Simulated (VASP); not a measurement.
# Al32Cu (a cell with a defect) in VASP: notebook, part 2 of 2

VASP 6.6.1. Earlier steps stand in the parts before.

## Step 3: Single point, PBEsol

Contents of INCAR:

```
SYSTEM = Al32Cu
PREC = Accurate
ENCUT = 520
EDIFF = 1E-6
ISMEAR = -1
SIGMA = 0.05
LREAL = Auto
LASPH = .True.
NELM = 60
ALGO = Normal
ISIF = 2
LWAVE = .False.
LCHARG = .False.
GGA = PS
NBANDS = 76
```

Contents of KPOINTS:

```
regular mesh
0
Gamma
  2 2 2
  0 0 0
```

Contents of POSCAR:

```
Al32Cu
1.0
    8.1000000000      0.0000000000      0.0000000000
    0.0000000000      8.1000000000      0.0000000000
    0.0000000000      0.0000000000      8.1000000000
Al Cu
32 1
Direct
    0.5110595062     -0.0156611111      0.0001517284
    0.7212139506      0.2832359259      0.0001322222
    0.7612640741     -0.0039116049      0.2373449383
    0.0024791358      0.1130102469      0.0001145679
    0.2873185185      0.2385318519      0.0001627160
    0.4564166667      0.5027749383      0.0001565432
    0.7151161728      0.6705261728      0.0000760494
    0.2531903704      0.0044775309      0.2563393827
    0.5042120988      0.2444008642      0.2577937037
    0.7449322222      0.4896366667      0.2787727160
    0.4999917284     -0.0028193827      0.5001420988
    0.7458085185      0.2316037037      0.5001253086
    0.7612646914     -0.0038980247      0.7629804938
    0.0148825926      0.4792386420      0.0001519753
    0.2407975309      0.7641840741      0.0001617284
    0.0027508642      0.2613753086      0.2805987654
    0.2486106173      0.4992135802      0.2574743210
    0.4962877778      0.7464364198      0.2539358025
    0.0059487654     -0.0034897531      0.5001722222
    0.2584038272      0.2515607407      0.5001520988
    0.4924623457      0.4978186420      0.5001401235
    0.7438754321      0.7559209877      0.5001554321
    0.2531919753      0.0044646914      0.7439734568
    0.5041891358      0.2443839506      0.7424871605
    0.7449176543      0.4895991358      0.7214788889
    0.0027475309      0.7437340741      0.2701146914
    0.0047192593      0.5069519753      0.5001279012
    0.2568469136      0.7515145679      0.5001548148
    0.0027509877      0.2614030864      0.7196823457
    0.2486153086      0.4992146914      0.7428137037
    0.4962617284      0.7464512346      0.7463490123
    0.0026985185      0.7436937037      0.7302316049
   -0.0610733333      0.8396780247      0.0001920988
```

Potentials or basis: VASP PAW PBE potentials, release 64 (Al, Cu).

Run with:

```sh
$ cat potpaw_PBE.64/Al/POTCAR potpaw_PBE.64/Cu/POTCAR > POTCAR
$ mpirun -np 1 vasp_std > vasp.out
```

OUTCAR:

```text
SYSTEM = Al32Cu
   PREC = Accurate
   ENCUT = 520
   EDIFF = 1E-6
   ISMEAR = -1
   LREAL = Auto
   LASPH = .True.
   NELM = 60
   ISIF = 2
   GGA = PS

 ion  position               nearest neighbor table
   1  0.511  0.984  0.000-   5 2.74  13 2.79   3 2.79  18 2.82  31 2.82  15 2.82  23 2.95   8 2.95
                             2 2.96   9 2.97  24 2.97   7 3.03
   2  0.721  0.283  0.000-   4 2.66   9 2.75  24 2.75   6 2.79  25 2.82  10 2.82  14 2.86   1 2.96
                            13 3.03   3 3.03   7 3.14  29 3.22  16 3.22
   3  0.761  0.996  0.237-  33 2.71   1 2.79  26 2.84  12 2.86  22 2.89   4 2.90   9 2.90  19 2.91
                            16 2.93  18 2.95  11 3.00   2 3.03   7 3.28
   4  0.002  0.113  0.000-  33 2.27   5 2.52  29 2.57  16 2.57   2 2.66  13 2.90   3 2.90  14 2.97
                            23 3.03   8 3.03
   5  0.287  0.239  0.000-   4 2.52   6 2.54   9 2.73  24 2.73   1 2.74   8 2.82  23 2.82  14 2.94
                            17 2.98  30 2.98  16 3.24  29 3.24
   6  0.456  0.503  0.000-   7 2.50   5 2.54  17 2.68  30 2.68  15 2.74   2 2.79  18 2.87  31 2.87
                             9 2.98  24 2.98  10 3.25  25 3.25
   7  0.715  0.671  0.000-  33 2.27   6 2.50  25 2.70  10 2.70  31 2.78  18 2.78  14 2.88   1 3.03
                             2 3.14  32 3.25  26 3.25  13 3.28   3 3.28
[... 291 lines left out ...]
      4      -0.8770      2.00000
      5      -0.8531      2.00000
      6      -0.7940      2.00000
[... 533 lines left out ...]
     64      11.0893      0.00000
     65      11.1999      0.00000
 [bands above 65 left out]

------------------------ aborting loop because EDIFF is reached ----------------------------------------

  FORCE on cell =-STRESS in cart. coord.  units (eV):
  Direction    XX          YY          ZZ          XY          YZ          ZX
  --------------------------------------------------------------------------------------
  -------------------------------------------------------------------------------------
  Total        7.4614220      6.4966413      6.3982352      3.6981658      0.0000069      0.0025025
  in kB       22.4945406     19.5859398     19.2892671     11.1491537      0.0000208      0.0075444
  external PRESSURE =      20.4565825 kB  Pullay stress =       0.0000000 kB

 VOLUME and BASIS-vectors are now :
 -----------------------------------------------------------------------------
  energy-cutoff  :      520.00
  volume of cell :      531.44
      direct lattice vectors                 reciprocal lattice vectors
     8.100000000  0.000000000  0.000000000     0.123456790  0.000000000  0.000000000
     0.000000000  8.100000000  0.000000000     0.000000000  0.123456790  0.000000000
     0.000000000  0.000000000  8.100000000     0.000000000  0.000000000  0.123456790

 POSITION                                       TOTAL-FORCE (eV/Angst)
 -----------------------------------------------------------------------------------
      4.13958      7.97315      0.00123        -0.074629      0.055112     -0.000270
      5.84183      2.29421      0.00107        -0.012045      0.006576      0.000310
      6.16624      8.06832      1.92249         0.016309     -0.027607     -0.076631
      0.02008      0.91538      0.00093        -0.081115      0.001431      0.000735
      2.32728      1.93211      0.00132        -0.095025      0.021255     -0.000146
      3.69698      4.07248      0.00127         0.037267     -0.057714      0.001178
[... 25 lines left out ...]
      0.02186      6.02392      5.91488         0.047320     -0.016888     -0.104634
      7.60531      6.80139      0.00156         0.335899     -0.178016     -0.000698
 -----------------------------------------------------------------------------------
    total drift:                               -0.013852      0.000990     -0.002811

  FREE ENERGIE OF THE ION-ELECTRON SYSTEM (eV)
  ---------------------------------------------------
  free  energy   TOTEN  =      -133.8232555761 eV

  energy  without entropy=     -133.7130779925  energy(sigma->0) =     -133.76816678
```

OSZICAR:

```text
N       E                     dE             d eps       ncg     rms          rms(c)
DAV:   1     0.298803642069E+03    0.29880E+03   -0.36662E+04  1216   0.117E+03
DAV:   2    -0.971764889216E+02   -0.39598E+03   -0.36527E+03  1244   0.204E+02
DAV:   3    -0.136466582290E+03   -0.39290E+02   -0.35555E+02  1576   0.622E+01
DAV:   4    -0.138511718564E+03   -0.20451E+01   -0.19917E+01  1632   0.129E+01
DAV:   5    -0.138595924258E+03   -0.84206E-01   -0.83808E-01  1680   0.260E+00    0.237E+01
DAV:   6    -0.147600136867E+03   -0.90042E+01   -0.22896E+02  1652   0.223E+02    0.214E+01
DAV:   7    -0.135412892451E+03    0.12187E+02   -0.81133E+01  1640   0.344E+01    0.769E+00
DAV:   8    -0.134051165981E+03    0.13617E+01   -0.15716E+01  1800   0.526E+01    0.407E+00
DAV:   9    -0.133889405422E+03    0.16176E+00   -0.18152E+00  1824   0.119E+01    0.201E+00
DAV:  10    -0.133831491728E+03    0.57914E-01   -0.23374E-01  1904   0.547E+00    0.557E-01
DAV:  11    -0.133824075310E+03    0.74164E-02   -0.37610E-02  1936   0.203E+00    0.182E-01
DAV:  12    -0.133823308087E+03    0.76722E-03   -0.40987E-03  1904   0.721E-01    0.115E-01
DAV:  13    -0.133823574616E+03   -0.26653E-03   -0.11960E-03  1940   0.410E-01    0.139E-01
DAV:  14    -0.133823320553E+03    0.25406E-03   -0.50938E-04  1784   0.326E-01    0.732E-02
DAV:  15    -0.133823279950E+03    0.40603E-04   -0.13304E-04  1900   0.104E-01    0.367E-02
DAV:  16    -0.133823254043E+03    0.25907E-04   -0.96588E-05  1784   0.152E-01    0.520E-03
DAV:  17    -0.133823255501E+03   -0.14579E-05   -0.16401E-05  1736   0.161E-02    0.420E-03
DAV:  18    -0.133823255576E+03   -0.74947E-07   -0.25860E-07   840   0.482E-03
   1 F= -.13382326E+03 E0= -.13376817E+03  d E =-.110178E+00
```

Wall time 7.8 min (1 thread of Oxide Virtual Turin-like, shared host); peak memory 0.55 GiB.

Results:

| Quantity | Value |
| --- | --- |
| Free energy | -133.8233 eV |
| Pressure | 2.0 GPa |
| Largest force | 0.380 eV/Å |
| Band gap on the k mesh | zero (an odd number of electrons rules out a gap without spin polarisation) |

Forces in eV/Å, atoms in the order of the input:
```
Al  -0.075  0.055  0.000
Al  -0.012  0.007  0.000
Al   0.016 -0.028 -0.077
Al  -0.081  0.001  0.001
Al  -0.095  0.021  0.000
Al   0.037 -0.058  0.001
Al  -0.110  0.202  0.001
Al  -0.014  0.001  0.001
Al  -0.012  0.003 -0.010
Al  -0.012  0.016 -0.038
Al   0.013  0.004  0.000
Al  -0.003 -0.008  0.000
Al   0.015 -0.027  0.075
Al  -0.083  0.075 -0.001
Al   0.074 -0.051  0.001
Al  -0.012  0.002 -0.027
Al   0.009 -0.021 -0.012
Al  -0.004  0.014 -0.011
Al  -0.016  0.030  0.000
Al  -0.013  0.004 -0.001
Al   0.002  0.008  0.001
Al  -0.004 -0.003 -0.001
Al  -0.015  0.001  0.000
Al  -0.013  0.003  0.011
Al  -0.012  0.017  0.038
Al   0.046 -0.018  0.104
Al  -0.010 -0.046  0.000
Al   0.008 -0.002  0.000
Al  -0.013  0.001  0.026
Al   0.009 -0.020  0.013
Al  -0.003  0.013  0.010
Al   0.047 -0.017 -0.105
Cu   0.336 -0.178 -0.001
```

Stress tensor (GPa, compression positive):
```
2.25 1.11 0.00
1.11 1.96 0.00
0.00 0.00 1.93
```

Caveat: the k points lie up to 0.39 Å⁻¹ apart, too coarse for converged energies and pressures of a metal; the PAW data sets were made with another functional, which shifts forces and pressure a little.
